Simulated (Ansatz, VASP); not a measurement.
**Zr: VASP beside Ansatz**

File INCAR:

```
SYSTEM = Zr
PREC = Accurate
ENCUT = 520
EDIFF = 1E-6
ISMEAR = -1
SIGMA = 0.08
LREAL = .FALSE.
LASPH = .TRUE.
NELM = 80
ALGO = Normal
ISIF = 2
LWAVE = .FALSE.
LCHARG = .TRUE.
GGA = PS
LELF = .TRUE.
LVHAR = .TRUE.
NBANDS = 12
```

Contents of KPOINTS:

```
Automatic mesh
0
G
  14 14 14
  0 0 0
```

Contents of POSCAR:

```
Zr
1.0
   -1.8643000000      1.8100000000      1.8100000000
    1.8100000000     -1.8643000000      1.8100000000
    1.8100000000      1.8100000000     -1.8643000000
Zr
1
Direct
    0.0000000000      0.0000000000      0.0000000000
```

Input for Ansatz:

```yaml
crystal:
  lattice:
    - [-1.8643, 1.81, 1.81]
    - [1.81, -1.8643, 1.81]
    - [1.81, 1.81, -1.8643]
  atoms:
    - { symbol: Zr, position: [0.0, 0.0, 0.0] }
kpoints:
  mp_grid: { grid: [14, 14, 14] }
  band_path:
    path:
      - [0.0, 0.0, 0.0]
      - [0.0, 0.0, 0.5]
      - [-0.5, 0.5, 0.5]
      - [-0.7572253634, 0.2427746366, 0.2427746366]
      - [0.2427746366, 0.2427746366, 0.2427746366]
      - [0.0, 0.0, 0.0]
      - [-0.5, 0.0, 0.5]
    npoints: 5
scf:
  occupations: { method: fermi_dirac, width: 0.08 }
hamiltonian:
  xc: pbesol
  pseudopotentials: { kind: all_electron, lapw: { basis_error: 0.0005 } }
output:
  forces: true
  stress: true
  eigenvalues: true
```

Change from the starting cell: equal xy, yz and zx shear strains of -3 %.

Alike in both runs: task single point; functional PBEsol; k mesh 14 × 14 × 14; occupations fermi-dirac, width 0.08 eV; no spin polarisation.

|  | VASP | Ansatz |
| --- | --- | --- |
| version | VASP 6.6.1 | Ansatz 0.2.0 |
| potentials or method | VASP PAW PBE potentials, release 64 (Zr_sv), cutoff 520 eV | all-electron LAPW, scalar-relativistic |

Ansatz gave:

* pressure (GPa): -6.6
* traceless stress, the component that is largest in VASP (GPa): 0.62

Task: What did VASP give for the same quantities?

Result: Pressure (GPa): -6.6; traceless stress, the component that is largest in VASP (GPa): 0.63.

VASP's potentials were made for PBE, not for PBEsol. Ansatz ran all-electron here, and VASP with PAW potentials.
